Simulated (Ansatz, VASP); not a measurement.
## Mn in VASP and in Ansatz

```
Mn
1.0
     3.66719    0.00000    0.00000
    -1.83359    3.17588    0.00000
     0.00000    0.00000    4.29087
Mn
4
Direct
  0.00000 0.00000 0.25000
  0.00000 0.00000 0.75000
  0.33333 0.66667 0.75000
  0.66667 0.33333 0.25000
```

Alike in both runs: functional r2SCAN; k mesh 15 × 15 × 12; occupations gaussian, width 0.1 eV; no spin polarisation.

Ansatz relaxed the structure, and its values are those at the end. VASP's run is a single point on that final structure, the one shown.

|  | VASP | Ansatz |
| --- | --- | --- |
| version | VASP 6.6.1 | Ansatz 0.2.0 |
| potentials or method | VASP PAW PBE potentials, release 64 (Mn_sv), cutoff 660 eV | scalar-relativistic, plane waves, PAW |
| valence electrons in the cell | 60 | 60 |

VASP gave:

```
gap on the k mesh at the Fermi level (eV) : none
pressure (GPa)                            : -1.5
```

What did Ansatz give for the same quantities?

gap on the k mesh at the Fermi level (eV): none; pressure (GPa): 0.0.

VASP's potentials were made for PBE, not for r2SCAN. A gap of «none» marks a metal or a gap that the smearing closes. The functional is the same, so the differences come from potentials, cutoffs and numerics.
